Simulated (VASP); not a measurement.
# C (Fmmm) in VASP: further runs

The runs below take C through single point, relaxation of cell and atoms, with PBE.

Program: VASP 6.6.1. These are calculated values, not measurements. Logs are shortened: lines on timing, memory, paths and dates and some standing lists are left out, and cuts for length are marked.

**1. The cell of the first run**

Symmetry: Fmmm, No. 69, orthorhombic system. The conventional cell has a = 2.466 Å, b = 4.272 Å, c = 8.605 Å, α = 90.00°, β = 90.00°, γ = 90.00°. Within 1.9 Å of C (site symmetry m2m) lie 3 C at 1.42 Å.

**2. Single point, PBE**

Input file INCAR:

```
PREC = Accurate
ENCUT = 520
EDIFF = 1E-7
ISMEAR = 0
SIGMA = 0.02
LREAL = False
LASPH = True
NELM = 80
ALGO = Normal
ISIF = 2
LWAVE = False
LCHARG = False
GGA = PE
NBANDS = 11
```

Input file KPOINTS:

```
regular mesh
0
Gamma
  14 14 14
```

Input file POSCAR:

```
C
1.0
    0.0000000000      2.1360309729      4.3026118721
    1.2332396435      0.0000000000      4.3026118721
    1.2332396435      2.1360309729      0.0000000000
C
2
Direct
    0.1666712193      0.8333287807      0.1666712193
    0.8333287807      0.1666712193      0.8333287807
```

Potentials or basis: VASP PAW PBE potentials, release 64 (C).

Started as:

```console
> cat potpaw_PBE.64/C/POTCAR > POTCAR
> mpirun -np 1 vasp_std > vasp.out
```

OUTCAR:

```text
PREC = Accurate
   ENCUT = 520
   EDIFF = 1E-7
   ISMEAR = 0
   LREAL = False
   LASPH = True
   NELM = 80
   ISIF = 2
   GGA = PE

 ion  position               nearest neighbor table
   1  0.167  0.833  0.167-   2 1.42   2 1.42   2 1.42
   2  0.833  0.167  0.833-   1 1.42   1 1.42   1 1.42

  LATTYP: Found a face centered orthorhombic cell.
 ALAT       =     2.4664792870
 B/A-ratio  =     1.7320485797
 C/A-ratio  =     3.4888692516

  Lattice vectors:

 A1 = (   0.0000000000,   2.1360309729,   4.3026118721)
 A2 = (   1.2332396435,   0.0000000000,   4.3026118721)
 A3 = (   1.2332396435,   2.1360309729,   0.0000000000)

Analysis of symmetry for initial positions (statically):
=====================================================================
 Subroutine PRICEL returns:
 Original cell was already a primitive cell.

 Routine SETGRP: Setting up the symmetry group for a
 face centered orthorhombic supercell.

 Subroutine GETGRP returns: Found  8 space group operations
 (whereof  8 operations were pure point group operations)
 out of a pool of  8 trial point group operations.

The static configuration has the point symmetry D_2h.

Analysis of symmetry for dynamics (positions and initial velocities):
=====================================================================
 Subroutine PRICEL returns:
 Original cell was already a primitive cell.

 Routine SETGRP: Setting up the symmetry group for a
 face centered orthorhombic supercell.

 Subroutine GETGRP returns: Found  8 space group operations
 (whereof  8 operations were pure point group operations)
 out of a pool of  8 trial point group operations.

The dynamic configuration has the point symmetry D_2h.

 Subroutine INISYM returns: Found  8 space group operations
 (whereof  8 operations are pure point group operations),
 and found     1 'primitive' translations

----------------------------------------------------------------------------------------

                                     Primitive cell

  volume of cell :      22.6682

  direct lattice vectors                    reciprocal lattice vectors
     0.000000000  2.136030973  4.302611872    -0.405436204  0.234079003  0.116208483
     1.233239643  0.000000000  4.302611872     0.405436204 -0.234079003  0.116208483
     1.233239643  2.136030973  0.000000000     0.405436204  0.234079003 -0.116208483

  length of vectors
     4.803654571  4.475862927  2.466476908     0.482364910  0.482364910  0.482364910

[... 87 lines left out ...]
   ISYM   =      2    0-nonsym 1-usesym 2-fastsym
   POTIM  = 0.5000    time-step for ionic-motion
   TEBEG  =    0.0;   TEEND  =   0.0 temperature during run
   PSTRESS=    0.0 pullay stress
   NELECT =       8.0000    total number of electrons
   NUPDOWN=      -1.0000    fix difference up-down
   EMIN   =  10.00;   EMAX   =-10.00  energy-range for DOS
   EFERMI =   0.00;   METHOD = LEGACY
   ISMEAR =     0;   SIGMA  =   0.02  broadening in eV -4-tet -1-fermi 0-gaus
   EFERMI_NEDOS =   21; number of points for ismear=-14 and -15
   IALGO  =     38    algorithm
   IMIX   =      4    mixing-type and parameters
     AMIX     =   0.40;   BMIX     =  1.00
     AMIX_MAG =   1.60;   BMIX_MAG =  1.00
  volume/ion in A,a.u.               =      11.33        76.49
  Fermi-wavevector in a.u.,A,eV,Ry     =   1.156909  2.186240 18.210552  1.338438
  Thomas-Fermi vector in A             =   2.293525
   LORBIT       =      0    0 simple, 1 ext, 2 COOP (PROOUT), +10 PAW based schemes
   GGA     = PE    functional components
   LHFCALC =     F    Hartree Fock is set to
   AEXX    =    0.0000 exact exchange contribution
   IVDW    =     0    specifies the selected vdW correction
   LEPSILON=     F    determine dielectric tensor
   LRPA    =     F    only Hartree local field effects (RPA)
 non-spin polarized calculation
 Gauss-broadening in eV      SIGMA  =   0.02
  energy-cutoff  :      520.00
  volume of cell :       22.67
 maximum number of plane-waves:       626
   NGX = 17   NGY = 17   NGZ =  9

 number of electron       8.0000000 magnetization

 Free energy of the ion-electron system (eV)
  ---------------------------------------------------
  ext. energy  EPLUGINS =         0.00000000
  ---------------------------------------------------
  free energy    TOTEN  =       -18.45397856 eV

  energy without entropy =      -18.45397856  energy(sigma->0) =      -18.45397856

 E-fermi :   2.4435     XC(G=0):  -8.6646

 val. band max:        2.2395605748   @ k =   0.5000  -0.1429   0.3571
 cond. band min:       3.2762908650   @ k =  -0.0714   0.2857   0.2857
 fundamental gap:      1.0367302902
 Fermi energy:         2.4434971728

 k-point     1 :       0.0000    0.0000    0.0000
  band No.  band energies     occupation
      1     -16.8023      2.00000
      2      -4.6505      2.00000
      3      -0.3143      2.00000
      4      -0.3141      2.00000
      5       5.7899      0.00000
      6      11.0315      0.00000
      7      11.0387      0.00000
      8      14.1422      0.00000
      9      15.2166      0.00000
     10      19.1854      0.00000
     11      25.2321      0.00000
[... 309 lines left out ...]
 k-point    24 :       0.2857    0.1429    0.0000
  band No.  band energies     occupation
      1     -16.3086      2.00000
      2      -4.2644      2.00000
      3      -2.0671      2.00000
      4      -1.1947      2.00000
      5       7.3286      0.00000
      6      11.0937      0.00000
      7      12.5789      0.00000
      8      12.9514      0.00000
      9      16.1464      0.00000
     10      17.1507      0.00000
     11      26.1863      0.00000

 [... further k-points ...]

------------------------ aborting loop because EDIFF is reached ----------------------------------------

  FORCE on cell =-STRESS in cart. coord.  units (eV):
  Direction    XX          YY          ZZ          XY          YZ          ZX
  --------------------------------------------------------------------------------------
  -------------------------------------------------------------------------------------
  Total        0.0772016      0.0771984     -0.0026740     -0.0000000      0.0000000      0.0000000
  in kB        5.4565665      5.4563422     -0.1889970     -0.0000000      0.0000000      0.0000000
  external PRESSURE =       3.5746372 kB  Pullay stress =       0.0000000 kB

 VOLUME and BASIS-vectors are now :
 -----------------------------------------------------------------------------
  energy-cutoff  :      520.00
  volume of cell :       22.67
      direct lattice vectors                 reciprocal lattice vectors
     0.000000000  2.136030973  4.302611872    -0.405436204  0.234079003  0.116208483
     1.233239643  0.000000000  4.302611872     0.405436204 -0.234079003  0.116208483
     1.233239643  2.136030973  0.000000000     0.405436204  0.234079003 -0.116208483

 POSITION                                       TOTAL-FORCE (eV/Angst)
 -----------------------------------------------------------------------------------
      1.23324      0.71203      4.30261        -0.000000     -0.000052      0.000000
      1.23324      3.56003      4.30261         0.000000      0.000052      0.000000
 -----------------------------------------------------------------------------------
    total drift:                                0.000000      0.000000     -0.000000

  FREE ENERGIE OF THE ION-ELECTRON SYSTEM (eV)
  ---------------------------------------------------
  free  energy   TOTEN  =       -18.4539785595 eV

  energy  without entropy=      -18.4539785595  energy(sigma->0) =      -18.45397856
```

Wall time 83 s (1 thread of Intel Xeon Platinum 8259CL at 2.50GHz (Skylake/Cascade Lake), shared host); peak memory 0.21 GiB.

Results:

| Quantity | Value |
| --- | --- |
| Free energy | -18.4540 eV |
| Pressure | 0.4 GPa |
| Band gap on the k mesh | 1.04 eV, indirect (least direct gap 1.09 eV) |

Stress tensor (GPa, compression positive):
```
 0.55  0.00  0.00
 0.00  0.55  0.00
 0.00  0.00 -0.02
```

Levels at points of the mesh, in eV from the valence-band top:
```csv
k point,band 1,band 2,band 3,band 4,band 5,band 6,band 7,band 8,band 9
"(0.00, 0.00, 0.00)",-19.04,-6.89,-2.55,-2.55,3.55,8.79,8.80,11.90,12.98
"(0.50, 0.00, 0.00)",-13.79,-12.74,-5.93,-1.87,2.16,7.85,11.89,12.32,16.81
"(0.50, 0.50, 0.00)",-19.01,-7.34,-2.56,-2.55,6.78,8.79,8.79,10.71,11.92
"(0.50, 0.00, 0.50)",-13.80,-12.75,-5.93,-1.73,2.37,7.88,11.03,11.29,16.83
"(0.00, 0.50, 0.50)",-13.78,-12.73,-5.93,-2.00,1.97,7.83,12.93,14.18,16.64
```

A k mesh can miss the band edges. PBE gaps usually lie below the measured ones, often by a third to a half.

**3. Relaxation of cell and atoms, PBE**

Input file INCAR:

```
ALGO = Normal
EDIFF = 1E-7
EDIFFG = -0.005
ENCUT = 600
GGA = PE
IBRION = 2
ISIF = 3
ISMEAR = 0
LASPH = T
LCHARG = F
LREAL = F
LWAVE = F
NELM = 60
NSW = 100
PREC = Accurate
SIGMA = 0.02
```

Input file KPOINTS:

```
k-points
0
Gamma
  14 14 14
```

POSCAR is that of step 2.

Potentials or basis: VASP PAW PBE potentials, release 64 (C).

Started as:

```console
> cat potpaw_PBE.64/C/POTCAR > POTCAR
> mpirun -np 1 vasp_std > vasp.out
```

Wall time 17 min (1 thread of AMD EPYC 9R45 (Zen 5), shared host); peak memory 0.19 GiB.

The run converged. Its results:

```
Free energy                            : -18.4600 eV
Relaxed volume                         : 10.53 Å³/atom
Relaxed cell                           : a = 4.532 Å, b = 4.183 Å, c = 2.467 Å, α = 81.52°, β = 65.91°, γ = 32.57°
Space group after relaxing (to 0.05 Å) : Fmmm (No. 69)
Energy gained by relaxing              : 0.7 meV/atom
Ionic steps                            : 22
Pressure after relaxing                : 0.0 GPa
Band gap on the k mesh                 : 0.91 eV, indirect (least direct gap 0.99 eV)
```

Step by step:
| step | energy change (eV) | largest force (eV/Å) | pressure (GPa) | volume (Å³) |
| --- | --- | --- | --- | --- |
| 1 | 0.0000 | 0.0000 | 0.02 | 22.67 |
| 2 | 0.0000 | 0.0001 | -0.28 | 22.67 |
| 3 | 0.0000 | 0.0001 | -0.18 | 22.67 |
| 4 | 0.0000 | 0.0000 | -0.16 | 22.66 |
| 5 | -0.0001 | 0.0003 | -0.15 | 22.62 |
| 6 | -0.0002 | 0.0007 | -0.12 | 22.54 |
| 7 | -0.0004 | 0.0017 | -0.04 | 22.37 |
| 8 | -0.0007 | 0.0035 | 0.11 | 22.05 |
| 9 | -0.0012 | 0.0068 | 0.44 | 21.40 |
| 10 | -0.0012 | 0.0080 | 0.60 | 21.11 |
| 11 | -0.0012 | 0.0069 | 0.58 | 21.10 |
| 12 | -0.0013 | 0.0043 | 0.48 | 21.07 |
| 13 | -0.0013 | 0.0009 | 0.26 | 21.01 |
| 14 | -0.0012 | 0.0112 | -0.13 | 20.90 |
| 15 | -0.0013 | 0.0032 | 0.17 | 20.99 |
| 16 | -0.0013 | 0.0038 | 0.16 | 20.98 |
| 17 | -0.0013 | 0.0035 | 0.16 | 20.98 |
| 18 | -0.0013 | 0.0015 | 0.14 | 20.99 |
| 19 | -0.0013 | 0.0044 | 0.08 | 21.02 |
| 20 | -0.0013 | 0.0069 | 0.08 | 21.03 |
| 21 | -0.0013 | 0.0119 | 0.03 | 21.05 |
| 22 | -0.0013 | 0.0016 | 0.02 | 21.06 |

Final structure:
```yaml
crystal:
  lattice:
    - [0.00000, 2.13608, 3.99718]
    - [1.23326, 0.00000, 3.99718]
    - [1.23326, 2.13608, 0.00000]
  atoms:
    - { symbol: C, position: [0.16668, 0.83332, 0.16668] }
    - { symbol: C, position: [0.83332, 0.16668, 0.83332] }
```

Levels at points of the mesh, in eV from the valence-band top:
| k point | band 1 | band 2 | band 3 | band 4 | band 5 | band 6 | band 7 | band 8 |
| --- | --- | --- | --- | --- | --- | --- | --- | --- |
| (0.00, 0.00, 0.00) | -19.15 | -6.84 | -2.65 | -2.65 | 3.69 | 8.69 | 8.71 | 11.80 |
| (0.50, 0.00, 0.00) | -13.88 | -12.84 | -6.02 | -1.97 | 2.06 | 7.76 | 12.05 | 12.60 |
| (0.50, 0.50, 0.00) | -19.08 | -7.57 | -2.65 | -2.64 | 7.63 | 8.69 | 8.70 | 11.83 |
| (0.50, 0.00, 0.50) | -13.90 | -12.85 | -6.02 | -1.73 | 2.40 | 7.81 | 11.04 | 11.32 |
| (0.00, 0.50, 0.50) | -13.86 | -12.82 | -6.03 | -2.19 | 1.77 | 7.71 | 13.15 | 14.89 |

**4. Single point, PBE**

Input file INCAR:

```
SYSTEM = C
PREC = Accurate
ENCUT = 520
EDIFF = 1E-6
ISMEAR = 0
SIGMA = 0.02
LREAL = .False.
LASPH = .True.
NELM = 80
ALGO = Normal
ISIF = 2
LWAVE = .False.
LCHARG = .False.
GGA = PE
NBANDS = 11
```

Input file KPOINTS:

```
Automatic mesh
0
Gamma
  14 14 14
  0 0 0
```

Input file POSCAR:

```
C
1.0
    0.0000000000      2.1360309710      4.3026116439
    1.2332396420      0.0000000000      4.3026116439
    1.2332396420      2.1360309710      0.0000000000
C
2
Direct
    0.1666712193      0.8333287807      0.1666712193
    0.8333287807      0.1666712193      0.8333287807
```

Started as:

```console
> cat potpaw_PBE.64/C/POTCAR > POTCAR
> mpirun -np 1 vasp_std > vasp.out
```

It took 56 s on 1 thread of Intel Xeon 6975P-C (Granite Rapids), shared host; peak memory 0.21 GiB.

It converged, with:

| Quantity | Value |
| --- | --- |
| Free energy | -18.4540 eV |
| Pressure | 0.4 GPa |
| Band gap on the k mesh | 1.04 eV, indirect (least direct gap 1.09 eV) |

Stress tensor (GPa, compression positive):
```
 0.55  0.00  0.00
 0.00  0.55  0.00
 0.00  0.00 -0.02
```

Levels at points of the mesh, in eV from the valence-band top:
```csv
k point,band 1,band 2,band 3,band 4,band 5,band 6,band 7,band 8,band 9
"(0.00, 0.00, 0.00)",-19.04,-6.89,-2.55,-2.55,3.55,8.79,8.80,11.90,12.98
"(0.50, 0.00, 0.00)",-13.79,-12.74,-5.93,-1.87,2.16,7.85,11.89,12.32,16.81
"(0.50, 0.50, 0.00)",-19.01,-7.34,-2.56,-2.55,6.78,8.79,8.79,10.71,11.92
"(0.50, 0.00, 0.50)",-13.80,-12.75,-5.93,-1.73,2.37,7.88,11.03,11.29,16.83
"(0.00, 0.50, 0.50)",-13.78,-12.73,-5.93,-2.00,1.97,7.83,12.93,14.18,16.64
```

A k mesh can miss the band edges.

**5. Relaxation of cell and atoms, PBE**

Input file INCAR:

```
ALGO = Normal
EDIFF = 1E-7
EDIFFG = -0.005
ENCUT = 600
GGA = PE
IBRION = 2
ISIF = 3
ISMEAR = 0
LASPH = T
LCHARG = F
LREAL = F
LWAVE = F
NELM = 60
NSW = 100
PREC = Accurate
SIGMA = 0.02
```

Input file KPOINTS:

```
k-points
0
Gamma
  14 14 14
```

POSCAR is that of step 4.

Started as:

```console
> cat potpaw_PBE.64/C/POTCAR > POTCAR
> mpirun -np 1 vasp_std > vasp.out
```

Wall time 9.9 min (1 thread of Intel Xeon 6975P-C (Granite Rapids), shared host); peak memory 0.22 GiB.

It converged, with:

```yaml
Free_energy: -18.4600 eV
Relaxed_volume: 10.53 Å³/atom
Relaxed_cell: a = 4.532 Å, b = 4.183 Å, c = 2.467 Å, α = 81.52°, β = 65.91°, γ = 32.57°
Space_group_after_relaxing_to_0.05_Å: Fmmm (No. 69)
Energy_gained_by_relaxing: 0.7 meV/atom
Ionic_steps: 22
Pressure_after_relaxing: 0.0 GPa
Band_gap_on_the_k_mesh: 0.91 eV, indirect (least direct gap 0.99 eV)
```

The path:
| step | energy change (eV) | largest force (eV/Å) | pressure (GPa) | volume (Å³) |
| --- | --- | --- | --- | --- |
| 1 | 0.0000 | 0.0000 | 0.02 | 22.67 |
| 2 | 0.0000 | 0.0001 | -0.28 | 22.67 |
| 3 | 0.0000 | 0.0001 | -0.18 | 22.67 |
| 4 | 0.0000 | 0.0000 | -0.16 | 22.66 |
| 5 | -0.0001 | 0.0003 | -0.15 | 22.62 |
| 6 | -0.0002 | 0.0007 | -0.12 | 22.54 |
| 7 | -0.0004 | 0.0017 | -0.04 | 22.37 |
| 8 | -0.0007 | 0.0035 | 0.11 | 22.05 |
| 9 | -0.0012 | 0.0068 | 0.44 | 21.40 |
| 10 | -0.0012 | 0.0080 | 0.60 | 21.11 |
| 11 | -0.0012 | 0.0069 | 0.58 | 21.10 |
| 12 | -0.0013 | 0.0043 | 0.48 | 21.07 |
| 13 | -0.0013 | 0.0009 | 0.26 | 21.01 |
| 14 | -0.0012 | 0.0112 | -0.13 | 20.90 |
| 15 | -0.0013 | 0.0032 | 0.17 | 20.99 |
| 16 | -0.0013 | 0.0038 | 0.16 | 20.98 |
| 17 | -0.0013 | 0.0035 | 0.16 | 20.98 |
| 18 | -0.0013 | 0.0015 | 0.14 | 20.99 |
| 19 | -0.0013 | 0.0044 | 0.08 | 21.02 |
| 20 | -0.0013 | 0.0069 | 0.08 | 21.03 |
| 21 | -0.0013 | 0.0119 | 0.03 | 21.05 |
| 22 | -0.0013 | 0.0016 | 0.02 | 21.06 |

Final structure:
```
CELL_PARAMETERS angstrom
0.00000 2.13608 3.99718
1.23326 0.00000 3.99718
1.23326 2.13608 0.00000
ATOMIC_POSITIONS crystal
C 0.16668 0.83332 0.16668
C 0.83332 0.16668 0.83332
```

Levels at points of the mesh, in eV from the valence-band top:
```
           k point  band 2  band 3  band 4  band 5  band 6  band 7
(0.00, 0.00, 0.00)   -6.84   -2.65   -2.65    3.69    8.69    8.71
(0.50, 0.00, 0.00)  -12.84   -6.02   -1.97    2.06    7.76   12.05
(0.50, 0.50, 0.00)   -7.57   -2.65   -2.64    7.63    8.69    8.70
(0.50, 0.00, 0.50)  -12.85   -6.02   -1.73    2.40    7.81   11.04
(0.00, 0.50, 0.50)  -12.82   -6.03   -2.19    1.77    7.71   13.15
```

A k mesh can miss the band edges. PBE gaps usually lie below the measured ones, often by a third to a half.
